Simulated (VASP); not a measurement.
# PbO: single point with PBE+D3(BJ)

The system is PbO, a slab with vacuum.

```
CELL_PARAMETERS angstrom
3.79800 0.00000 0.00000
0.00000 3.79800 0.00000
0.00000 0.00000 30.74933
ATOMIC_POSITIONS crystal
Pb 0.50000 0.00000 0.45803
Pb 0.00000 0.50000 0.54197
O 0.00000 0.00000 0.50000
O 0.50000 0.50000 0.50000
```

```yaml
Program: VASP 6.6.1
Task: single point
Functional: PBE
Dispersion: D3(BJ)
Potentials_or_basis: VASP PAW PBE potentials, release 64 (Pb_d, O)
Cutoff: 520 eV
k_mesh: 6 × 6 × 1
Occupations: gaussian, width 0.02 eV
Spin: no spin polarisation
```

```
Largest force              : 0.090 eV/Å
Band gap on the k mesh     : 2.97 eV (least direct gap 3.18 eV)
Dispersion energy per atom : -0.152 eV
```

Forces on the atoms (eV/Å):
```
Pb   0.000  0.000  0.090
Pb   0.000  0.000 -0.090
O    0.000  0.000  0.000
O    0.000  0.000  0.000
```

Levels at points of the mesh, in eV from the valence-band top:
| k point | band 17 | band 18 | band 19 | band 20 | band 21 | band 22 | band 23 | band 24 |
| --- | --- | --- | --- | --- | --- | --- | --- | --- |
| (0.00, 0.00, 0.00) | -1.09 | -0.59 | -0.59 | -0.25 | 2.97 | 3.31 | 4.72 | 4.77 |
| (0.50, 0.00, 0.00) | -2.09 | -2.09 | -0.76 | -0.76 | 3.20 | 3.20 | 5.56 | 5.56 |
| (0.50, 0.50, 0.00) | -1.32 | -1.32 | 0.00 | 0.00 | 3.18 | 3.18 | 5.24 | 5.24 |

Run time: 7.2 min on 1 thread of Intel Xeon 8259CL (shared host), peak memory 0.5 GiB.

Caveat: spin-orbit coupling is left out, which moves the levels of the heavy elements.
